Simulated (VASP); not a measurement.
**Nb: single point with PBE**

Crystal: Nb.

```
Nb
1.0
    -1.66433    1.66433    1.66433
     1.66433   -1.66433    1.66433
     1.66433    1.66433   -1.66433
Nb
1
Direct
  0.00000 0.00000 0.00000
```

| Quantity | Value |
| --- | --- |
| Program | VASP 6.6.1 |
| Task | single point |
| Functional | PBE |
| Potentials or basis | VASP PAW PBE potentials, release 64 (Nb_sv) |
| Cutoff | 500 eV |
| k mesh | 4 × 4 × 4, shifted |
| Occupations | gaussian, width 0.1 eV |
| Spin | no spin polarisation |
| Dipole correction | no |
| Further INCAR settings | ALGO = Normal; EDIFF = 1e-06; NBANDS = 12; ISYM = 0 |

* Pressure: -2.8 GPa

Levels at points of the mesh, in eV from the Fermi level:
| k point | band 5 | band 6 | band 7 | band 8 | band 9 | band 10 |
| --- | --- | --- | --- | --- | --- | --- |
| (0.00, 0.00, 0.12) | -5.16 | 0.15 | 0.38 | 1.10 | 2.90 | 3.35 |

Wall time 50 s on 1 thread of Intel Xeon 8259CL, with other jobs on the host, peak memory 0.16 GiB.

Caveat: the k points lie up to 0.67 Å⁻¹ apart.
